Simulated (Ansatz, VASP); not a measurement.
PtC18: VASP beside Ansatz

```
CELL_PARAMETERS angstrom
7.39800 0.00000 0.00000
-3.69900 6.40686 0.00000
0.00000 0.00000 12.00000
ATOMIC_POSITIONS crystal
C 0.00003 0.00002 0.07991
C 0.22132 0.11066 0.07769
C 0.00042 0.33360 0.08004
C 0.21932 0.44096 0.08516
C 0.00042 0.66682 0.08004
C 0.21932 0.77836 0.08516
C 0.33352 0.00048 0.07932
C 0.55496 0.11119 0.07934
C 0.33352 0.33304 0.07932
C 0.55496 0.44378 0.07934
C 0.33018 0.66509 0.09943
C 0.55829 0.77914 0.09955
C 0.66912 0.00322 0.08524
C 0.88801 0.11061 0.08011
C 0.66714 0.33357 0.07767
C 0.88844 0.44422 0.07982
C 0.66912 0.66590 0.08524
C 0.88801 0.77741 0.08011
Pt 0.44296 0.72148 0.26250
```

Alike in both runs: functional PBE; k mesh 2 × 2 × 1; occupations gaussian, width 0.02 eV; no spin polarisation.

Ansatz relaxed the structure, and its values are those at the end. VASP's run is a single point on that final structure, the one shown.

|  | VASP | Ansatz |
| --- | --- | --- |
| version | VASP 6.6.1 | Ansatz 0.2.0 |
| potentials or method | VASP PAW PBE potentials, release 64 (C, Pt), cutoff 520 eV | scalar-relativistic, plane waves, PAW |
| valence electrons in the cell | 82 | 90 |

|  | VASP | Ansatz | Ansatz less VASP |
| --- | --- | --- | --- |
| rms of the force components (eV/Å) | 0.015 | 0.006 | -0.0096 |

The functional is the same, so the differences come from potentials, cutoffs and numerics. VASP's potentials hold 82 valence electrons a cell and Ansatz's 90, so a difference there can come from the potentials and not from the codes.

The k mesh is coarse, so the values compare programs but aren't converged. Spin-orbit coupling is off throughout.
